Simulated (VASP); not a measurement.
# Bi2Se3 (R-3m) in VASP: notebook, part 2 of 2

VASP 6.6.1. Earlier steps stand in the parts before.

## 4. Single point, PBE (strain -0.050 along x and y, +0.000 along z)

Input file INCAR:

```
SYSTEM = Bi2Se3
PREC = Accurate ; ENCUT = 520
EDIFF = 1E-7 ; ISMEAR = 0
SIGMA = 0.05 ; LREAL = .False.
LASPH = .True. ; NELM = 100
ALGO = Normal ; ISIF = 2
LWAVE = .False. ; LCHARG = .False.
GGA = PE ; NBANDS = 32
```

Input file KPOINTS:

```
Automatic mesh
0
Gamma
  6 6 6
  0 0 0
```

Input file POSCAR:

```
Bi2Se3
1.0
    1.9889736646      1.1483344807     10.4340296434
   -1.9889736646      1.1483344807     10.4340296434
    0.0000000000     -2.2966689614     10.4340296434
Bi Se
2 3
Direct
    0.3955941725      0.3955941725      0.3955941725
    0.6044058275      0.6044058275      0.6044058275
    0.0000000000      0.0000000000      0.0000000000
    0.2210304535      0.2210304535      0.2210304535
    0.7789695465      0.7789695465      0.7789695465
```

Potentials or basis: VASP PAW PBE potentials, release 64 (Bi_d, Se).

Launch:

```console
$ cat potpaw_PBE.64/Bi_d/POTCAR potpaw_PBE.64/Se/POTCAR > POTCAR
$ mpirun -np 1 vasp_std > vasp.out
```

OUTCAR:

```text
SYSTEM = Bi2Se3
   PREC = Accurate
   ENCUT = 520
   EDIFF = 1E-7
   ISMEAR = 0
   LREAL = .False.
   LASPH = .True.
   NELM = 100
   ISIF = 2
   GGA = PE

 ion  position               nearest neighbor table
   1  0.396  0.396  0.396-   5 2.78   5 2.78   5 2.78   3 3.01   3 3.01   3 3.01
   2  0.604  0.604  0.604-   4 2.78   4 2.78   4 2.78   3 3.01   3 3.01   3 3.01
   3  0.000  0.000  0.000-   2 3.01   2 3.01   1 3.01   1 3.01   2 3.01   1 3.01
   4  0.221  0.221  0.221-   2 2.78   2 2.78   2 2.78
   5  0.779  0.779  0.779-   1 2.78   1 2.78   1 2.78

  LATTYP: Found a trigonal (rhomboedric) cell.
 ALAT       =    10.6838037663
 COS(alpha) =     0.9306835590

  Lattice vectors:

 A1 = (   1.9889736646,   1.1483344807,  10.4340296434)
 A2 = (  -1.9889736646,   1.1483344807,  10.4340296434)
 A3 = (   0.0000000000,  -2.2966689614,  10.4340296434)

Analysis of symmetry for initial positions (statically):
=====================================================================
 Subroutine PRICEL returns:
 Original cell was already a primitive cell.

 Routine SETGRP: Setting up the symmetry group for a
 trigonal (rhombohedral) supercell.

 Subroutine GETGRP returns: Found 12 space group operations
 (whereof 12 operations were pure point group operations)
 out of a pool of 12 trial point group operations.

The static configuration has the point symmetry D_3d.

Analysis of symmetry for dynamics (positions and initial velocities):
=====================================================================
 Subroutine PRICEL returns:
 Original cell was already a primitive cell.

 Routine SETGRP: Setting up the symmetry group for a
 trigonal (rhombohedral) supercell.

 Subroutine GETGRP returns: Found 12 space group operations
 (whereof 12 operations were pure point group operations)
 out of a pool of 12 trial point group operations.

The dynamic configuration has the point symmetry D_3d.

[... 122 lines left out ...]
   IMIX   =      4    mixing-type and parameters
     AMIX     =   0.40;   BMIX     =  1.00
     AMIX_MAG =   1.60;   BMIX_MAG =  1.00
  volume/ion in A,a.u.               =      28.60       192.99
  Fermi-wavevector in a.u.,A,eV,Ry     =   1.137771  2.150076 17.613063  1.294524
  Thomas-Fermi vector in A             =   2.274476
   LORBIT       =      0    0 simple, 1 ext, 2 COOP (PROOUT), +10 PAW based schemes
   GGA     = PE    functional components
   LHFCALC =     F    Hartree Fock is set to
   AEXX    =    0.0000 exact exchange contribution
   IVDW    =     0    specifies the selected vdW correction
   LEPSILON=     F    determine dielectric tensor
   LRPA    =     F    only Hartree local field effects (RPA)
 non-spin polarized calculation
 Gauss-broadening in eV      SIGMA  =   0.05
  energy-cutoff  :      520.00
  volume of cell :      142.99
 maximum number of plane-waves:      3882
   NGX = 39   NGY = 39   NGZ = 39

 number of electron      47.9999997 magnetization

 Free energy of the ion-electron system (eV)
  ---------------------------------------------------
  ext. energy  EPLUGINS =         0.00000000
  ---------------------------------------------------
  free energy    TOTEN  =       -19.89443354 eV

  energy without entropy =      -19.89443354  energy(sigma->0) =      -19.89443354

 E-fermi :   4.8999     XC(G=0):  -9.3339

 val. band max:        4.6094697427   @ k =   0.0000   0.0000   0.0000
 cond. band min:       5.4887319169   @ k =   0.0000   0.0000   0.0000
 fundamental gap:      0.8792621742
 Fermi energy:         4.8998831617

 k-point     1 :       0.0000    0.0000    0.0000
  band No.  band energies     occupation
      1     -18.2549      2.00000
      2     -18.2549      2.00000
      3     -18.2529      2.00000
      4     -18.2529      2.00000
      5     -18.2293      2.00000
      6     -18.2260      2.00000
[... 829 lines left out ...]
     31       9.9056      0.00000
     32      11.3339      0.00000

 [... further k-points ...]

------------------------ aborting loop because EDIFF is reached ----------------------------------------

  FORCE on cell =-STRESS in cart. coord.  units (eV):
  Direction    XX          YY          ZZ          XY          YZ          ZX
  --------------------------------------------------------------------------------------
  -------------------------------------------------------------------------------------
  Total        6.8127581      6.8127581      4.6902125     -0.0000000     -0.0000000      0.0000000
  in kB       76.3365968     76.3365968     52.5535855     -0.0000000     -0.0000000      0.0000000
  external PRESSURE =      68.4089264 kB  Pullay stress =       0.0000000 kB

 VOLUME and BASIS-vectors are now :
 -----------------------------------------------------------------------------
  energy-cutoff  :      520.00
  volume of cell :      142.99
      direct lattice vectors                 reciprocal lattice vectors
     1.988973665  1.148334481 10.434029643     0.251385933  0.145137736  0.031946750
    -1.988973665  1.148334481 10.434029643    -0.251385933  0.145137736  0.031946750
     0.000000000 -2.296668961 10.434029643     0.000000000 -0.290275472  0.031946750

 POSITION                                       TOTAL-FORCE (eV/Angst)
 -----------------------------------------------------------------------------------
      0.00000      0.00000     12.38292         0.000000     -0.000000     -0.389817
      0.00000      0.00000     18.91916         0.000000      0.000000      0.389817
      0.00000      0.00000      0.00000         0.000000      0.000000     -0.000000
      0.00000      0.00000      6.91871         0.000000      0.000000     -0.846598
      0.00000      0.00000     24.38337         0.000000      0.000000      0.846598
 -----------------------------------------------------------------------------------
    total drift:                                0.000000     -0.000000      0.000000

  FREE ENERGIE OF THE ION-ELECTRON SYSTEM (eV)
  ---------------------------------------------------
  free  energy   TOTEN  =       -19.8944335378 eV

  energy  without entropy=      -19.8944335378  energy(sigma->0) =      -19.89443354
```

OSZICAR:

```text
N       E                     dE             d eps       ncg     rms          rms(c)
DAV:   1     0.473105607682E+03    0.47311E+03   -0.22932E+04  2048   0.155E+03
DAV:   2     0.356517941258E+02   -0.43745E+03   -0.41905E+03  2120   0.411E+02
DAV:   3    -0.182913240958E+02   -0.53943E+02   -0.51217E+02  2768   0.150E+02
DAV:   4    -0.205545867355E+02   -0.22633E+01   -0.22523E+01  2296   0.320E+01
DAV:   5    -0.206337413196E+02   -0.79155E-01   -0.79142E-01  2976   0.625E+00    0.536E+00
DAV:   6    -0.198894038090E+02    0.74434E+00   -0.98142E-01  2904   0.712E+00    0.339E+00
DAV:   7    -0.198880536861E+02    0.13501E-02   -0.39123E-01  2280   0.254E+00    0.168E+00
DAV:   8    -0.198936273129E+02   -0.55736E-02   -0.37483E-02  2480   0.116E+00    0.544E-01
DAV:   9    -0.198942776030E+02   -0.65029E-03   -0.20642E-03  2704   0.416E-01    0.120E-01
DAV:  10    -0.198943675860E+02   -0.89983E-04   -0.94928E-04  2416   0.159E-01    0.456E-02
DAV:  11    -0.198944136183E+02   -0.46032E-04   -0.94174E-05  2536   0.565E-02    0.278E-02
DAV:  12    -0.198944319255E+02   -0.18307E-04   -0.32940E-05  2504   0.276E-02    0.716E-03
DAV:  13    -0.198944334570E+02   -0.15315E-05   -0.25263E-06  2864   0.145E-02    0.333E-03
DAV:  14    -0.198944335378E+02   -0.80751E-07   -0.67020E-07  2104   0.512E-03
   1 F= -.19894434E+02 E0= -.19894434E+02  d E =-.292686E-18
```

Wall time 8.5 min (1 thread of Intel Xeon 6975P-C (Granite Rapids), shared host); peak memory 0.93 GiB.

What came out:

```
Free energy            : -19.8944 eV
Pressure               : 6.8 GPa
Largest force          : 0.847 eV/Å
Band gap on the k mesh : 0.88 eV
```

Forces on the atoms (eV/Å):
```
Bi   0.000  0.000 -0.390
Bi   0.000  0.000  0.390
Se   0.000  0.000  0.000
Se   0.000  0.000 -0.847
Se   0.000  0.000  0.847
```

Stress tensor (GPa, compression positive):
```
7.63 0.00 0.00
0.00 7.63 0.00
0.00 0.00 5.26
```

Caveat: the cell differs from its parent crystal (strain -0.050 along x and y, +0.000 along z); the cell stands under pressure; spin-orbit coupling is left out, which moves the levels of the heavy elements. A k mesh can miss the band edges.

## 5. The runs side by side

| cell | gap on the mesh (eV) | pressure (GPa) | largest force (eV/Å) |
| --- | --- | --- | --- |
| a = 10.175 Å, angles 22.5°, 5 atoms | 0.65 | 11.3 | 1.55 |
| a = 10.429 Å, angles 22.0°, 5 atoms | 0.78 | 8.9 | 1.20 |
| a = 10.684 Å, angles 21.5°, 5 atoms | 0.88 | 6.8 | 0.85 |

Alike in all rows: task single point; level PBE; potentials or basis VASP PAW PBE potentials, release 64 (Bi_d, Se); no spin polarisation; k mesh 6 × 6 × 6; cutoff (eV) 520; smearing gaussian 0.05 eV.

Caveats: the cell stands under pressure; spin-orbit coupling is left out, which moves the levels of the heavy elements; forces of over 1 eV/Å act on the atoms, so gaps and moduli don't describe the material at rest (at least some runs).

Absolute energies hang on the potentials; compare differences alone.
